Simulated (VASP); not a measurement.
# CuO (Cc) in VASP: single point with LDA+U

Aim: the single point of CuO with LDA+U.

Program: VASP 6.6.1. These are calculated values, not measurements. Logs are shortened: lines on timing, memory, paths and dates and some standing lists are left out, and cuts for length are marked.

## Step 1: The cell of the first run

Symmetry: Cc, No. 9, monoclinic system. The conventional cell has a = 4.689 Å, b = 3.427 Å, c = 5.132 Å, α = 90.00°, β = 99.65°, γ = 90.00°. Cu (site symmetry 1) has 4 O at 1.91 to 2.02 Å within 2.5 Å. Within 2.5 Å of O (site symmetry 1) lie 4 Cu at 1.91 to 2.02 Å.

## Step 2: Single point, LDA+U

INCAR

```
SYSTEM = CuO
ALGO = Normal
EDIFF = 1E-7
ENCUT = 520
ISIF = 2
ISMEAR = 0
LASPH = .True.
LCHARG = .False.
LDAU = .True.
LDAUJ = 0 0
LDAUL = 2 -1
LDAUPRINT = 1
LDAUTYPE = 2
LDAUU = 8 0
LMAXMIX = 4
LREAL = .False.
LWAVE = .False.
NBANDS = 25
NELM = 150
PREC = Accurate
SIGMA = 0.05
```

KPOINTS

```
k-points
0
Gamma
  7 7 4
  0 0 0
```

POSCAR

```
CuO
1.0
    2.3446497600     -1.7133998200      0.0000000000
    2.3446497600      1.7133998200      0.0000000000
   -0.8605499100      0.0000000000      5.0594394800
Cu O
2 2
Direct
    0.0032000000      0.4968000000      0.0000000000
    0.4968000000      0.0032000000      0.5000000000
    0.5714000000      0.4056000000      0.2537000000
    0.4056000000      0.5714000000      0.7537000000
```

Potentials or basis: VASP PAW LDA potentials, release 64 (Cu, O).

Command:

```
$ cat potpaw_LDA.64/Cu/POTCAR potpaw_LDA.64/O/POTCAR > POTCAR
$ mpirun -np 1 vasp_std > vasp.out
```

OUTCAR:

```text
SYSTEM = CuO
   EDIFF = 1E-7
   ENCUT = 520
   ISIF = 2
   ISMEAR = 0
   LASPH = .True.
   LREAL = .False.
   NELM = 150
   PREC = Accurate

 ion  position               nearest neighbor table
   1  0.003  0.497  0.000-   4 1.91   3 1.93   4 1.98   3 2.02
   2  0.497  0.003  0.500-   3 1.91   4 1.93   3 1.98   4 2.02
   3  0.571  0.406  0.254-   2 1.91   1 1.93   2 1.98   1 2.02
   4  0.406  0.571  0.754-   1 1.91   2 1.93   1 1.98   2 2.02

  LATTYP: Found a base centered monoclinic cell.
 ALAT       =     4.6892995200
 B/A-ratio  =     0.7307700490
 C/A-ratio  =     1.0944283419
 COS(beta)  =    -0.1676798045

  Lattice vectors:

 A1 = (   2.3446497600,  -1.7133998200,   0.0000000000)
 A2 = (   2.3446497600,   1.7133998200,   0.0000000000)
 A3 = (  -0.8605499100,   0.0000000000,   5.0594394800)

Analysis of symmetry for initial positions (statically):
=====================================================================
 Subroutine PRICEL returns:
 Original cell was already a primitive cell.

 Routine SETGRP: Setting up the symmetry group for a
 base centered monoclinic supercell.

 Subroutine GETGRP returns: Found  2 space group operations
 (whereof  1 operations were pure point group operations)
 out of a pool of  4 trial point group operations.

The static configuration has the point symmetry C_1 .
 The point group associated with its full space group is C_1h.

Analysis of symmetry for dynamics (positions and initial velocities):
=====================================================================
 Subroutine PRICEL returns:
 Original cell was already a primitive cell.

 Routine SETGRP: Setting up the symmetry group for a
 base centered monoclinic supercell.

 Subroutine GETGRP returns: Found  2 space group operations
 (whereof  1 operations were pure point group operations)
 out of a pool of  4 trial point group operations.

The dynamic configuration has the point symmetry C_1 .
 The point group associated with its full space group is C_1h.

 Subroutine INISYM returns: Found  2 space group operations
 (whereof  1 operations are pure point group operations),
 and found     1 'primitive' translations

----------------------------------------------------------------------------------------

                                     Primitive cell

  volume of cell :      40.6508

  direct lattice vectors                    reciprocal lattice vectors
     2.344649760 -1.713399820  0.000000000     0.213251467 -0.291817470  0.036271514
     2.344649760  1.713399820  0.000000000     0.213251467  0.291817470  0.036271514
    -0.860549910  0.000000000  5.059439480     0.000000000  0.000000000  0.197650353

  length of vectors
     2.903983719  2.903983719  5.132102298     0.363248188  0.363248188  0.197650353

  position of ions in fractional coordinates (direct lattice)
     0.003200000  0.496800000  0.000000000
     0.496800000  0.003200000  0.500000000
     0.571400000  0.405600000  0.253700000
     0.405600000  0.571400000  0.753700000

  ion indices of the primitive-cell ions
   primitive index   ion index
                 1           1
                 2           2
                 3           3
                 4           4

----------------------------------------------------------------------------------------

 KPOINTS: k-points

Automatic generation of k-mesh.
 Grid dimensions read from file:
 generate k-points for:    7    7    4
[... 98 lines left out ...]
   LRPA    =     F    only Hartree local field effects (RPA)
 non-spin polarized calculation
 Gauss-broadening in eV      SIGMA  =   0.05
  energy-cutoff  :      520.00
  volume of cell :       40.65
 maximum number of plane-waves:      1129
 NGX is ok and might be reduce to    24
   NGX = 11   NGY = 11   NGZ = 19

atom =   1  type =  1  l = 2

 onsite density matrix

spin component  1

  0.9639 -0.0095  0.0081  0.0080 -0.0035
 -0.0095  0.9195 -0.0004  0.0706 -0.0232
  0.0081 -0.0004  0.9755 -0.0013 -0.0007
  0.0080  0.0706 -0.0013  0.8783  0.0295
 -0.0035 -0.0232 -0.0007  0.0295  0.9623

spin component  2

  0.9639 -0.0095  0.0081  0.0080 -0.0035
 -0.0095  0.9195 -0.0004  0.0706 -0.0232
  0.0081 -0.0004  0.9755 -0.0013 -0.0007
  0.0080  0.0706 -0.0013  0.8783  0.0295
 -0.0035 -0.0232 -0.0007  0.0295  0.9623

 occupancies and eigenvectors

  o =  0.8146  v =  0.0845  0.5814 -0.0082 -0.7705  0.2473  0.0000  0.0000  0.0000  0.0000  0.0000      0.0000  0.0000  0.0000  0.0000  0.0000  0.0000  0.0000  0.0000  0.0000  0.0000
  o =  0.8146  v =  0.0000  0.0000  0.0000  0.0000  0.0000  0.0845  0.5814 -0.0082 -0.7705  0.2473      0.0000  0.0000  0.0000  0.0000  0.0000  0.0000  0.0000  0.0000  0.0000  0.0000
  o =  0.9603  v =  0.8740  0.0842 -0.4507  0.1605 -0.0116  0.0000  0.0000  0.0000  0.0000  0.0000      0.0000  0.0000  0.0000  0.0000  0.0000  0.0000  0.0000  0.0000  0.0000  0.0000
  o =  0.9603  v =  0.0000  0.0000  0.0000  0.0000  0.0000  0.8740  0.0842 -0.4507  0.1605 -0.0116      0.0000  0.0000  0.0000  0.0000  0.0000  0.0000  0.0000  0.0000  0.0000  0.0000
  o =  0.9708  v = -0.0158 -0.3755 -0.2654 -0.5145 -0.7236  0.0000  0.0000  0.0000  0.0000  0.0000      0.0000  0.0000  0.0000  0.0000  0.0000  0.0000  0.0000  0.0000  0.0000  0.0000
  o =  0.9708  v =  0.0000  0.0000  0.0000  0.0000  0.0000 -0.0158 -0.3755 -0.2654 -0.5145 -0.7236      0.0000  0.0000  0.0000  0.0000  0.0000  0.0000  0.0000  0.0000  0.0000  0.0000
  o =  0.9731  v =  0.0000  0.0000  0.0000  0.0000  0.0000 -0.0331  0.6816  0.1876  0.3039 -0.6379      0.0000  0.0000  0.0000  0.0000  0.0000  0.0000  0.0000  0.0000  0.0000  0.0000
  o =  0.9731  v = -0.0331  0.6816  0.1876  0.3039 -0.6379  0.0000  0.0000  0.0000  0.0000  0.0000      0.0000  0.0000  0.0000  0.0000  0.0000  0.0000  0.0000  0.0000  0.0000  0.0000
  o =  0.9806  v =  0.0000  0.0000  0.0000  0.0000  0.0000 -0.4771  0.2222 -0.8314  0.1534  0.0909      0.0000  0.0000  0.0000  0.0000  0.0000  0.0000  0.0000  0.0000  0.0000  0.0000
  o =  0.9806  v = -0.4771  0.2222 -0.8314  0.1534  0.0909  0.0000  0.0000  0.0000  0.0000  0.0000      0.0000  0.0000  0.0000  0.0000  0.0000  0.0000  0.0000  0.0000  0.0000  0.0000

atom =   2  type =  1  l = 2

 onsite density matrix

spin component  1

  0.9639 -0.0095 -0.0081 -0.0080  0.0035
 -0.0095  0.9195  0.0004 -0.0706  0.0232
 -0.0081  0.0004  0.9755 -0.0013 -0.0007
 -0.0080 -0.0706 -0.0013  0.8783  0.0295
  0.0035  0.0232 -0.0007  0.0295  0.9623

spin component  2

  0.9639 -0.0095 -0.0081 -0.0080  0.0035
 -0.0095  0.9195  0.0004 -0.0706  0.0232
 -0.0081  0.0004  0.9755 -0.0013 -0.0007
 -0.0080 -0.0706 -0.0013  0.8783  0.0295
  0.0035  0.0232 -0.0007  0.0295  0.9623

 occupancies and eigenvectors

  o =  0.8146  v = -0.0845 -0.5814 -0.0082 -0.7705  0.2473  0.0000  0.0000  0.0000  0.0000  0.0000      0.0000  0.0000  0.0000  0.0000  0.0000  0.0000  0.0000  0.0000  0.0000  0.0000
  o =  0.8146  v =  0.0000  0.0000  0.0000  0.0000  0.0000 -0.0845 -0.5814 -0.0082 -0.7705  0.2473      0.0000  0.0000  0.0000  0.0000  0.0000  0.0000  0.0000  0.0000  0.0000  0.0000
  o =  0.9603  v =  0.8740  0.0842  0.4507 -0.1605  0.0116  0.0000  0.0000  0.0000  0.0000  0.0000      0.0000  0.0000  0.0000  0.0000  0.0000  0.0000  0.0000  0.0000  0.0000  0.0000
  o =  0.9603  v =  0.0000  0.0000  0.0000  0.0000  0.0000  0.8740  0.0842  0.4507 -0.1605  0.0116      0.0000  0.0000  0.0000  0.0000  0.0000  0.0000  0.0000  0.0000  0.0000  0.0000
  o =  0.9708  v =  0.0158  0.3755 -0.2654 -0.5145 -0.7236  0.0000  0.0000  0.0000  0.0000  0.0000      0.0000  0.0000  0.0000  0.0000  0.0000  0.0000  0.0000  0.0000  0.0000  0.0000
  o =  0.9708  v =  0.0000  0.0000  0.0000  0.0000  0.0000  0.0158  0.3755 -0.2654 -0.5145 -0.7236      0.0000  0.0000  0.0000  0.0000  0.0000  0.0000  0.0000  0.0000  0.0000  0.0000
  o =  0.9731  v =  0.0000  0.0000  0.0000  0.0000  0.0000  0.0331 -0.6816  0.1876  0.3039 -0.6379      0.0000  0.0000  0.0000  0.0000  0.0000  0.0000  0.0000  0.0000  0.0000  0.0000
  o =  0.9731  v =  0.0331 -0.6816  0.1876  0.3039 -0.6379  0.0000  0.0000  0.0000  0.0000  0.0000      0.0000  0.0000  0.0000  0.0000  0.0000  0.0000  0.0000  0.0000  0.0000  0.0000
  o =  0.9806  v =  0.0000  0.0000  0.0000  0.0000  0.0000 -0.4771  0.2222  0.8314 -0.1534 -0.0909      0.0000  0.0000  0.0000  0.0000  0.0000  0.0000  0.0000  0.0000  0.0000  0.0000
  o =  0.9806  v = -0.4771  0.2222  0.8314 -0.1534 -0.0909  0.0000  0.0000  0.0000  0.0000  0.0000      0.0000  0.0000  0.0000  0.0000  0.0000  0.0000  0.0000  0.0000  0.0000  0.0000

 number of electron      33.9999999 magnetization

 Free energy of the ion-electron system (eV)
  ---------------------------------------------------
  ext. energy  EPLUGINS =         0.00000000
  ---------------------------------------------------
  free energy    TOTEN  =       -18.12098742 eV

  energy without entropy =      -18.11843193  energy(sigma->0) =      -18.11970968

 E-fermi :   4.4515     XC(G=0): -12.3441

 val. band max:        4.4054512073   @ k =  -0.4286   0.1429   0.2500
 cond. band min:       4.4564900238   @ k =  -0.2857   0.1429   0.5000
 fundamental gap:      0.0510388164
 Fermi energy:         4.4514789997

 k-point     1 :       0.0000    0.0000    0.0000
  band No.  band energies     occupation
      1     -14.5438      2.00000
      2     -13.1546      2.00000
      3      -3.5464      2.00000
      4      -1.3327      2.00000
      5      -1.1347      2.00000
      6      -0.3551      2.00000
[... 661 lines left out ...]
     24      20.0046      0.00000
     25      21.0357      0.00000

 [... further k-points ...]

------------------------ aborting loop because EDIFF is reached ----------------------------------------

  FORCE on cell =-STRESS in cart. coord.  units (eV):
  Direction    XX          YY          ZZ          XY          YZ          ZX
  --------------------------------------------------------------------------------------
  -------------------------------------------------------------------------------------
  Total       -3.9572892     -2.9045850     -4.7029053      0.0000000      0.0000000      0.2173117
  in kB     -155.9693554   -114.4789332   -185.3564579      0.0000000      0.0000000      8.5649443
  external PRESSURE =    -151.9349155 kB  Pullay stress =       0.0000000 kB

 VOLUME and BASIS-vectors are now :
 -----------------------------------------------------------------------------
  energy-cutoff  :      520.00
  volume of cell :       40.65
      direct lattice vectors                 reciprocal lattice vectors
     2.344649760 -1.713399820  0.000000000     0.213251467 -0.291817470  0.036271514
     2.344649760  1.713399820  0.000000000     0.213251467  0.291817470  0.036271514
    -0.860549910  0.000000000  5.059439480     0.000000000  0.000000000  0.197650353

 POSITION                                       TOTAL-FORCE (eV/Angst)
 -----------------------------------------------------------------------------------
      1.17232      0.84573      0.00000        -0.470932      0.228904      0.182156
      0.74205     -0.84573      2.52972        -0.470932     -0.228904      0.182156
      2.07240     -0.28408      1.28358         0.470932      0.471410     -0.182156
      1.64213      0.28408      3.81330         0.470932     -0.471410     -0.182156
 -----------------------------------------------------------------------------------
    total drift:                               -0.000166      0.000000     -0.000614

  FREE ENERGIE OF THE ION-ELECTRON SYSTEM (eV)
  ---------------------------------------------------
  free  energy   TOTEN  =       -18.1209874246 eV

  energy  without entropy=      -18.1184319332  energy(sigma->0) =      -18.11970968
```

It took 20 s on 1 thread of Intel Xeon 6975P-C (Granite Rapids), shared host; peak memory 0.17 GiB.

Results:

```
Free energy            : -18.1210 eV
Pressure               : -15.2 GPa
Largest force          : 0.691 eV/Å
Band gap on the k mesh : zero (bands 17 and 18 overlap by 0.88 eV)
```

Forces in eV/Å, atoms in the order of the input:
```
Cu  -0.471  0.229  0.182
Cu  -0.471 -0.229  0.182
O    0.471  0.471 -0.182
O    0.471 -0.471 -0.182
```

Eigenvalues of the final occupation matrices:
| site | spin | trace | eigenvalues |
| --- | --- | --- | --- |
| site 1 d | 1 | 4.70 | 0.81 0.96 0.97 0.97 0.98 |
| site 1 d | 2 | 4.70 | 0.81 0.96 0.97 0.97 0.98 |
| site 2 d | 1 | 4.70 | 0.81 0.96 0.97 0.97 0.98 |
| site 2 d | 2 | 4.70 | 0.81 0.96 0.97 0.97 0.98 |

Caveat: the cell stands under tension; U without spin polarisation on a metal has little footing.
